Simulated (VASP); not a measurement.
# HF in VASP: further runs

Runs on HF. Level: PBE+D3(BJ). Tasks: single point.

Everything below comes from runs of VASP 6.6.1. Logs are shortened: lines on timing, memory, paths and dates and some standing lists are left out, and cuts for length are marked.

**1. The cell of the first run**

The cell holds a disordered packing, 20 atoms: a = 6.739 Å, b = 6.739 Å, c = 6.739 Å, α = 90.00°, β = 90.00°, γ = 90.00°.

**2. Single point, PBE+D3(BJ)**

The input, INCAR:

```
SYSTEM = HF
  ALGO = Normal
  EDIFF = 1E-6
  ENCUT = 520
  GGA = PE
  ISIF = 2
  ISMEAR = -1
  IVDW = 12
  LASPH = .TRUE.
  LCHARG = .FALSE.
  LREAL = Auto
  LWAVE = .FALSE.
  NBANDS = 56
  NELM = 100
  PREC = Accurate
  SIGMA = 0.02
```

The input, KPOINTS:

```
k-points
0
G
  1 1 1
  0 0 0
```

The input, POSCAR:

```
HF
1.0
    6.7386640000      0.0000000000      0.0000000000
    0.0000000000      6.7386640000      0.0000000000
    0.0000000000      0.0000000000      6.7386640000
F H
10 10
Direct
    0.5884459217      0.4672897557      0.4934173813
    0.8512837071      0.1137775082      0.4743632055
    0.4906356083      0.8610553216      0.9886692092
    0.0835294690      0.2470238708      0.1209069279
    0.4103861510      0.8798338609      0.6057598944
    0.7357353148      0.3095511035      1.0399054402
    0.1609907927      0.7528710628      0.3566547178
   -0.0120858437      0.5568967685      0.8961217702
    0.2518140084      0.3249412724      0.4507304941
    0.7841433245      0.7403743754      0.3645307693
    0.4579690207      0.4168472980      0.4577600695
    0.7824445394     -0.0058796497      0.4511029949
    0.4459286012      0.8706799931      0.8556387146
   -0.0630108458      0.2436096893      0.1152413775
    0.3019049130      0.8362118384      0.5231112695
    0.7840428139      0.4207069744      0.9643831344
    0.0191639797      0.7421350902      0.3707852259
    0.0780018538      0.4682069272      0.9604531021
    0.1843085760      0.2814344420      0.3316642556
    0.6947730945      0.6338713973      0.4110099461
```

Potentials or basis: VASP PAW PBE potentials, release 64 (F, H).

Command:

```
> cat potpaw_PBE.64/F/POTCAR potpaw_PBE.64/H/POTCAR > POTCAR
> mpirun -np 1 vasp_gam > vasp.out
```

OUTCAR:

```text
SYSTEM = HF
   EDIFF = 1E-6
   ENCUT = 520
   GGA = PE
   ISIF = 2
   ISMEAR = -1
   IVDW = 12
   LASPH = .TRUE.
   LREAL = Auto
   NELM = 100
   PREC = Accurate
 IVDW          = 12

 ion  position               nearest neighbor table
   1  0.588  0.467  0.493-  11 0.97
   2  0.851  0.114  0.474-  12 0.94
   3  0.491  0.861  0.989-  13 0.95
   4  0.084  0.247  0.121-  14 0.99
   5  0.410  0.880  0.606-  15 0.96
   6  0.736  0.310  0.040-  16 0.96
   7  0.161  0.753  0.357-  17 0.96
   8  0.988  0.557  0.896-  18 0.96
   9  0.252  0.325  0.451-  19 0.97
  10  0.784  0.740  0.365-  20 0.99
  11  0.458  0.417  0.458-   1 0.97
  12  0.782  0.994  0.451-   2 0.94
  13  0.446  0.871  0.856-   3 0.95
  14  0.937  0.244  0.115-   4 0.99
  15  0.302  0.836  0.523-   5 0.96
  16  0.784  0.421  0.964-   6 0.96
  17  0.019  0.742  0.371-   7 0.96
  18  0.078  0.468  0.960-   8 0.96
  19  0.184  0.281  0.332-   9 0.97
  20  0.695  0.634  0.411-  10 0.99

  LATTYP: Found a simple cubic cell.
 ALAT       =     6.7386640000

  Lattice vectors:

 A1 = (   6.7386640000,   0.0000000000,   0.0000000000)
 A2 = (   0.0000000000,   6.7386640000,   0.0000000000)
 A3 = (   0.0000000000,   0.0000000000,   6.7386640000)

Analysis of symmetry for initial positions (statically):
=====================================================================
 Subroutine PRICEL returns:
 Original cell was already a primitive cell.

 Routine SETGRP: Setting up the symmetry group for a
 simple cubic supercell.

 Subroutine GETGRP returns: Found  1 space group operations
 (whereof  1 operations were pure point group operations)
 out of a pool of 48 trial point group operations.

The static configuration has the point symmetry C_1 .

Analysis of symmetry for dynamics (positions and initial velocities):
=====================================================================
 Subroutine PRICEL returns:
 Original cell was already a primitive cell.

 Routine SETGRP: Setting up the symmetry group for a
 simple cubic supercell.

 Subroutine GETGRP returns: Found  1 space group operations
 (whereof  1 operations were pure point group operations)
 out of a pool of 48 trial point group operations.

The dynamic configuration has the point symmetry C_1 .

 Subroutine INISYM returns: Found  1 space group operations
 (whereof  1 operations are pure point group operations),
 and found     1 'primitive' translations

----------------------------------------------------------------------------------------

                                     Primitive cell

  volume of cell :     306.0000

  direct lattice vectors                    reciprocal lattice vectors
     6.738664000  0.000000000  0.000000000     0.148397368  0.000000000  0.000000000
     0.000000000  6.738664000  0.000000000     0.000000000  0.148397368  0.000000000
     0.000000000  0.000000000  6.738664000     0.000000000  0.000000000  0.148397368

  length of vectors
     6.738664000  6.738664000  6.738664000     0.148397368  0.148397368  0.148397368

  position of ions in fractional coordinates (direct lattice)
     0.588445922  0.467289756  0.493417381
     0.851283707  0.113777508  0.474363205
     0.490635608  0.861055322  0.988669209
     0.083529469  0.247023871  0.120906928
     0.410386151  0.879833861  0.605759894
     0.735735315  0.309551103  0.039905440
     0.160990793  0.752871063  0.356654718
     0.987914156  0.556896769  0.896121770
     0.251814008  0.324941272  0.450730494
     0.784143325  0.740374375  0.364530769
     0.457969021  0.416847298  0.457760069
     0.782444539  0.994120350  0.451102995
     0.445928601  0.870679993  0.855638715
     0.936989154  0.243609689  0.115241377
     0.301904913  0.836211838  0.523111269
     0.784042814  0.420706974  0.964383134
     0.019163980  0.742135090  0.370785226
     0.078001854  0.468206927  0.960453102
     0.184308576  0.281434442  0.331664256
     0.694773095  0.633871397  0.411009946

  ion indices of the primitive-cell ions
   primitive index   ion index
                 1           1
                 2           2
                 3           3
                 4           4
                 5           5
                 6           6
                 7           7
                 8           8
                 9           9
                10          10
                11          11
                12          12
                13          13
                14          14
                15          15
                16          16
                17          17
                18          18
                19          19
                20          20

----------------------------------------------------------------------------------------

 KPOINTS: k-points

Automatic generation of k-mesh.
 Grid dimensions read from file:
 generate k-points for:    1    1    1

 Generating k-lattice:

  Cartesian coordinates                     Fractional coordinates (reciprocal lattice)
     0.148397368  0.000000000  0.000000000     1.000000000  0.000000000  0.000000000
     0.000000000  0.148397368  0.000000000     0.000000000  1.000000000  0.000000000
     0.000000000  0.000000000  0.148397368     0.000000000  0.000000000  1.000000000

  Length of vectors
     0.148397368  0.148397368  0.148397368

  Shift w.r.t. Gamma in fractional coordinates (k-lattice)
     0.000000000  0.000000000  0.000000000

 Subroutine IBZKPT returns following result:
 ===========================================

 Found      1 irreducible k-points:

 Following reciprocal coordinates:
            Coordinates               Weight
  0.000000  0.000000  0.000000      1.000000
   k-points           NKPTS =      1   k-points in BZ     NKDIM =      1   number of bands    NBANDS=     56
   number of dos      NEDOS =    301   number of ions     NIONS =     20
   total plane-waves  NPLWV = 125000
   dimension x,y,z NGX =    50 NGY =   50 NGZ =   50
   dimension x,y,z NGXF=   100 NGYF=  100 NGZF=  100
   ions per type =              10  10
   NGX,Y,Z   is equivalent  to a cutoff of  12.34, 12.34, 12.34 a.u.
   NGXF,Y,Z  is equivalent  to a cutoff of  24.67, 24.67, 24.67 a.u.
 SYSTEM =  HF
   PREC   = accura    normal or accurate (medium, high low for compatibility)
   ISTART =      0    job   : 0-new  1-cont  2-samecut
   ICHARG =      2    charge: 1-file 2-atom 10-const
   ISPIN  =      1    spin polarized calculation?
   LNONCOLLINEAR =      F non collinear calculations
   LSORBIT =      F    spin-orbit coupling
   LASPH  =      T    aspherical Exc in radial PAW
   ENCUT  =  520.0 eV  38.22 Ry    6.18 a.u.  12.53 12.53 12.53*2*pi/ulx,y,z
   NELM   =    100;   NELMIN=  2; NELMDL= -5     # of ELM steps
   EDIFF  = 0.1E-05   stopping-criterion for ELM
   LREAL  =      T    real-space projection
   EDIFFG = 0.1E-04   stopping-criterion for IOM
   NSW    =      0    number of steps for IOM
   IBRION =     -1    ionic relax: 0-MD 1-quasi-New 2-CG
   NFREE  =      0    steps in history (QN), initial steepest desc. (CG)
   ISIF   =      2    stress and relaxation
   ISYM   =      2    0-nonsym 1-usesym 2-fastsym
   POTIM  = 0.5000    time-step for ionic-motion
   TEBEG  =    0.0;   TEEND  =   0.0 temperature during run
   PSTRESS=    0.0 pullay stress
   NELECT =      80.0000    total number of electrons
   NUPDOWN=      -1.0000    fix difference up-down
   EMIN   =  10.00;   EMAX   =-10.00  energy-range for DOS
   EFERMI =   0.00;   METHOD = LEGACY
   ISMEAR =    -1;   SIGMA  =   0.02  broadening in eV -4-tet -1-fermi 0-gaus
   EFERMI_NEDOS =   21; number of points for ismear=-14 and -15
   IALGO  =     38    algorithm
   IMIX   =      4    mixing-type and parameters
     AMIX     =   0.40;   BMIX     =  1.00
     AMIX_MAG =   1.60;   BMIX_MAG =  1.00
  volume/ion in A,a.u.               =      15.30       103.25
  Fermi-wavevector in a.u.,A,eV,Ry     =   1.046802  1.978168 14.909176  1.095793
  Thomas-Fermi vector in A             =   2.181655
   LORBIT       =      0    0 simple, 1 ext, 2 COOP (PROOUT), +10 PAW based schemes
   GGA     = PE    functional components
   LHFCALC =     F    Hartree Fock is set to
   AEXX    =    0.0000 exact exchange contribution
   IVDW    =    12    specifies the selected vdW correction
   LEPSILON=     F    determine dielectric tensor
   LRPA    =     F    only Hartree local field effects (RPA)
 non-spin polarized calculation
  energy-cutoff  :      520.00
  volume of cell :      306.00
 maximum number of plane-waves:      4109
 NGX is ok and might be reduce to    50
   NGX = 25   NGY = 25   NGZ = 25

 number of electron      79.9999989 magnetization

 Free energy of the ion-electron system (eV)
  ---------------------------------------------------
  ext. energy  EPLUGINS =         0.00000000
  ---------------------------------------------------
  free energy    TOTEN  =       -82.12387579 eV

  energy without entropy =      -82.12387579  energy(sigma->0) =      -82.12387579

 E-fermi :  -5.6293     XC(G=0):  -5.9370

 val. band max:       -6.1842293544   @ k =   0.0000   0.0000   0.0000
 cond. band min:       0.1825748974   @ k =   0.0000   0.0000   0.0000
 fundamental gap:      6.3668042518
 Fermi energy:        -5.6293467299

 k-point     1 :       0.0000    0.0000    0.0000
  band No.  band energies     occupation
      1     -28.9743      2.00000
      2     -28.5474      2.00000
      3     -28.3389      2.00000
      4     -28.2009      2.00000
      5     -28.1211      2.00000
      6     -27.9326      2.00000
      7     -27.6670      2.00000
      8     -27.3670      2.00000
      9     -27.1014      2.00000
     10     -26.4445      2.00000
     11     -13.2141      2.00000
     12     -12.6376      2.00000
     13     -12.2111      2.00000
     14     -11.8732      2.00000
     15     -11.7123      2.00000
     16     -11.4550      2.00000
     17     -10.8412      2.00000
     18     -10.7231      2.00000
     19     -10.1464      2.00000
     20      -9.6655      2.00000
     21      -8.7525      2.00000
     22      -8.5814      2.00000
     23      -8.3049      2.00000
     24      -8.2497      2.00000
     25      -8.1463      2.00000
     26      -8.1136      2.00000
     27      -8.0173      2.00000
     28      -7.9733      2.00000
     29      -7.9197      2.00000
     30      -7.9108      2.00000
     31      -7.8607      2.00000
     32      -7.7096      2.00000
     33      -7.6814      2.00000
     34      -7.4490      2.00000
     35      -7.2695      2.00000
     36      -7.1422      2.00000
     37      -6.7989      2.00000
     38      -6.6976      2.00000
     39      -6.1964      2.00000
     40      -6.1842      2.00000
     41       0.1826      0.00000
     42       2.9624      0.00000
     43       3.6750      0.00000
     44       3.7241      0.00000
     45       3.9550      0.00000
     46       3.9709      0.00000
     47       4.3745      0.00000
     48       5.2728      0.00000
     49       5.8461      0.00000
     50       6.0653      0.00000
     51       6.2055      0.00000
     52       6.3463      0.00000
 [bands above 52 left out]

------------------------ aborting loop because EDIFF is reached ----------------------------------------

 Edisp (eV)   -0.40727

 E8    (eV) :    -0.0803

  FORCE on cell =-STRESS in cart. coord.  units (eV):
  Direction    XX          YY          ZZ          XY          YZ          ZX
  --------------------------------------------------------------------------------------
  -------------------------------------------------------------------------------------
  Total      -0.35914    -0.29818    -0.83962    -0.23119    -0.19219    -0.04605
  in kB      -1.88040    -1.56122    -4.39613    -1.21046    -1.00628    -0.24109
  external pressure =       -2.61 kB  Pullay stress =        0.00 kB

 VOLUME and BASIS-vectors are now :
 -----------------------------------------------------------------------------
  energy-cutoff  :      520.00
  volume of cell :      306.00
      direct lattice vectors                 reciprocal lattice vectors
     6.738664000  0.000000000  0.000000000     0.148397368  0.000000000  0.000000000
     0.000000000  6.738664000  0.000000000     0.000000000  0.148397368  0.000000000
     0.000000000  0.000000000  6.738664000     0.000000000  0.000000000  0.148397368

 POSITION                                       TOTAL-FORCE (eV/Angst)
 -----------------------------------------------------------------------------------
      3.96534      3.14891      3.32497         0.233267      0.152388      0.071222
      5.73651      0.76671      3.19657         0.137502      0.237516      0.018072
      3.30623      5.80236      6.66231         0.051408     -0.072248      0.232832
      0.56288      1.66461      0.81475         0.097561      0.023455      0.090717
      2.76545      5.92890      4.08201         0.089680      0.082066      0.118156
      4.95787      2.08596      0.26891        -0.082220     -0.067710      0.102772
      1.08486      5.07335      2.40338         0.182415     -0.002830      0.019594
      6.65722      3.75274      6.03866        -0.037881     -0.087517      0.011957
      1.69689      2.18967      3.03732         0.118875     -0.013031      0.054447
      5.28408      4.98913      2.45645         0.142107      0.157393     -0.065165
      3.08610      2.80899      3.08469        -0.307405     -0.140964     -0.045500
      5.27263      6.69904      3.03983        -0.164075     -0.254631     -0.050560
      3.00496      5.86722      5.76586        -0.036230      0.015177     -0.278235
      6.31406      1.64160      0.77657        -0.038362     -0.059598      0.011756
      2.03444      5.63495      3.52507        -0.112651     -0.049424     -0.122764
      5.28340      2.83500      6.49865         0.028712      0.176197     -0.139864
      0.12914      5.00100      2.49860        -0.237894     -0.019194      0.004720
      0.52563      3.15509      6.47217         0.049868      0.077164     -0.066120
      1.24199      1.89649      2.23497        -0.008514      0.024742     -0.075480
      4.68184      4.27145      2.76966        -0.106164     -0.178951      0.107441
 -----------------------------------------------------------------------------------
    total drift:                                0.001488     -0.007954      0.007348

  FREE ENERGIE OF THE ION-ELECTRON SYSTEM (eV)
  ---------------------------------------------------
  free  energy   TOTEN  =       -82.5311507054 eV

  energy  without entropy=      -82.5311507054  energy(sigma->0) =      -82.53115071
```

Run time: 30 s. Hardware: 1 thread of Intel Xeon Platinum 8259CL at 2.50GHz (Skylake/Cascade Lake), shared host; peak memory 0.32 GiB.

What came out:

```
Free energy                : -82.5312 eV
Pressure                   : -0.3 GPa
Largest force              : 0.341 eV/Å
Dispersion energy per atom : -0.020 eV
```

Forces on the atoms (eV/Å):
```
F    0.233  0.152  0.071
F    0.138  0.238  0.018
F    0.051 -0.072  0.233
F    0.098  0.023  0.091
F    0.090  0.082  0.118
F   -0.082 -0.068  0.103
F    0.182 -0.003  0.020
F   -0.038 -0.088  0.012
F    0.119 -0.013  0.054
F    0.142  0.157 -0.065
H   -0.307 -0.141 -0.045
H   -0.164 -0.255 -0.051
H   -0.036  0.015 -0.278
H   -0.038 -0.060  0.012
H   -0.113 -0.049 -0.123
H    0.029  0.176 -0.140
H   -0.238 -0.019  0.005
H    0.050  0.077 -0.066
H   -0.009  0.025 -0.075
H   -0.106 -0.179  0.107
```

Caveat: the k points lie up to 0.93 Å⁻¹ apart, too coarse for converged energies, forces and pressures.

**3. Single point, PBE+D3(BJ)**

The input, INCAR:

```
ALGO = Normal
EDIFF = 1E-6
ENCUT = 520
GGA = PE
ISIF = 2
ISMEAR = -1
IVDW = 12
LASPH = True
LCHARG = False
LREAL = Auto
LWAVE = False
NBANDS = 56
NELM = 80
PREC = Accurate
SIGMA = 0.02
```

The input, KPOINTS:

```
k-points
0
Gamma
  1 1 1
```

The input, POSCAR:

```
HF
1.0
    6.7386640000      0.0000000000      0.0000000000
    0.0000000000      6.7386640000      0.0000000000
    0.0000000000      0.0000000000      6.7386640000
F H
10 10
Direct
    0.5649636189      0.4465425194      0.5650081381
    0.8874459388      0.0928225536      0.5887220375
    0.4714139182      0.8790614876      0.9645235317
    0.1873071576      0.2405966524      0.1012960433
    0.3587506366      0.8689556268      0.5913931901
    0.7984520374      0.3647755698      1.1261134255
    0.1278888516      0.6959836549      0.3007124261
    0.0651167650      0.5505839140      0.9619710969
    0.2450188940      0.3713940924      0.4128414772
    0.7729870491      0.6989961215      0.4015039183
    0.4348339671      0.4415118486      0.5034677497
    0.8129504602      0.1240156803      0.6912200994
    0.3909825449      0.9075983014      0.8495600908
    0.0404828019      0.2450040542      0.1179165484
    0.3010389003      0.8099676731      0.4848735595
    0.8370056735      0.4287199955      1.0184066159
    0.0069598365      0.6349923368      0.3346509041
    0.1289573126      0.6234915408      0.8579593819
    0.2456866821      0.3343541094      0.2659280831
    0.6877921202      0.5991692122      0.4742334682
```

Potentials or basis: VASP PAW PBE potentials, release 64 (F, H).

Command:

```
> cat potpaw_PBE.64/F/POTCAR potpaw_PBE.64/H/POTCAR > POTCAR
> mpirun -np 1 vasp_gam > vasp.out
```

Run time: 30 s. Hardware: 1 thread of Intel Xeon Platinum 8259CL at 2.50GHz (Skylake/Cascade Lake), shared host; peak memory 0.32 GiB.

The run converged. Its results:

| Item | Value |
| --- | --- |
| Free energy | -80.7853 eV |
| Pressure | 1.8 GPa |
| Largest force | 4.607 eV/Å |
| Dispersion energy per atom | -0.021 eV |

Forces on the atoms (eV/Å):
```
F    0.560  0.232  0.465
F    2.537 -0.925 -3.191
F   -0.584  0.237 -0.630
F   -1.470 -0.715 -0.311
F    1.087  1.062  2.052
F   -1.082 -2.786  3.506
F    1.206  0.895 -0.059
F    0.272  0.805 -1.423
F    0.538 -0.124  0.019
F   -0.600 -0.950  0.680
H   -0.676 -0.584 -0.421
H   -2.574  0.930  3.206
H    0.727 -0.243  0.605
H    1.182  0.006 -0.101
H   -1.533 -1.086 -2.264
H    1.177  2.598 -3.552
H   -1.025  0.222  0.376
H   -0.379 -0.388  0.622
H   -0.039  0.041  1.114
H    0.675  0.773 -0.691
```

Stress tensor (GPa, compression positive):
```
 0.33  0.11 -0.43
 0.11  1.60  0.15
-0.43  0.15  3.33
```

Levels at points of the mesh, in eV from the Fermi level:
```
           k point  band 38  band 39  band 40  band 41  band 42  band 43
(0.00, 0.00, 0.00)    -0.74    -0.65    -0.49     5.62     7.99     8.87
```

Caveat: the k points lie up to 0.93 Å⁻¹ apart, too coarse for converged energies, forces and pressures.

(Continued in part 2 of 2.)
